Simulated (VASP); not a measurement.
**Na: single point with LDA**

Na:

```xyz
2
Lattice="3.5053 0.0000 0.0000 -1.7526 3.0357 0.0000 0.0000 0.0000 5.7272" Properties=species:S:1:pos:R:3 pbc="T T T"
Na    0.0000    2.0238    1.4318
Na    1.7526    1.0119    4.2954
```

```yaml
Program: VASP 6.6.1
Task: single point
Functional: LDA
Potentials_or_basis: VASP PAW LDA potentials, release 64 (Na_pv)
Cutoff: 520 eV
k_mesh: 14 × 14 × 8
Occupations: fermi-dirac, width 0.1 eV
Spin: no spin polarisation
Dipole_correction: no
Further_INCAR_settings: ALGO = Normal; EDIFF = 1e-06; NBANDS = 14
```

The pressure is 1.0 GPa. The band gap on the k mesh is zero (band 7 reaches 2.82 eV, above the bottom of band 8 at -1.77 eV).

Levels at points of the mesh, in eV from the Fermi level:
| k point | band 5 | band 6 | band 7 | band 8 | band 9 | band 10 |
| --- | --- | --- | --- | --- | --- | --- |
| (0.00, 0.00, 0.00) | -24.81 | -24.81 | -3.72 | 0.60 | 1.12 | 11.08 |
| (0.50, 0.00, 0.00) | -24.82 | -24.82 | 0.25 | 0.43 | 4.20 | 4.35 |
| (0.00, 0.00, 0.50) | -24.81 | -24.81 | -2.54 | -2.54 | 6.18 | 6.18 |
| (0.50, 0.00, 0.50) | -24.82 | -24.82 | 1.17 | 1.17 | 1.75 | 1.75 |

Run time: 25 s on 1 thread of Intel(R) Xeon(R) 6975P-C (Granite Rapids) (shared host), peak memory 0.2 GiB.
